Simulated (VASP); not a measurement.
# Pd: single point with PBE

Pd:

```
Pd
1.0
     0.00000    2.10049    1.86710
     2.10049    0.00000    1.86710
     2.10049    2.10049    0.00000
Pd
1
Direct
  0.00000 0.00000 0.00000
```

This cell differs from its parent crystal: strain +0.080 along x and y, -0.040 along z.

```json
{"Program": "VASP 6.6.1", "Task": "single point", "Functional": "PBE", "Potentials or basis": "VASP PAW PBE potentials, release 64 (Pd)", "Cutoff": "520 eV", "k mesh": "20 × 20 × 20", "Occupations": "gaussian, width 0.15 eV", "Spin": "no spin polarisation", "Dipole correction": "no", "Further INCAR settings": "ALGO = Fast; EDIFF = 1e-06; NBANDS = 11"}
```

```yaml
Pressure: -9.7 GPa
Band_gap_on_the_k_mesh: zero (bands 5 and 6 overlap by 1.53 eV)
```

Stress tensor (GPa, compression positive):
```
-10.43   0.00   0.00
  0.00 -10.43   0.00
  0.00   0.00  -8.14
```

Levels at points of the mesh, in eV from the Fermi level:
```
           k point  band 3  band 4  band 5  band 6  band 7  band 8
(0.00, 0.00, 0.00)   -2.59   -1.75   -1.51   -0.66   17.32   20.50
(0.50, 0.00, 0.00)   -1.92   -0.25    0.20    1.30    6.57   16.04
(0.50, 0.50, 0.00)   -0.03    0.25    0.25    4.93   11.26   11.26
(0.50, 0.00, 0.50)   -0.14   -0.08    0.46    2.71    8.74   13.20
```

Wall time 71 s on 1 thread of AMD EPYC 9R45 96-Core Processor (Zen 5), with other jobs on the host, peak memory 0.21 GiB.

Caveat: the cell differs from its parent crystal (strain +0.080 along x and y, -0.040 along z); the cell stands under tension.
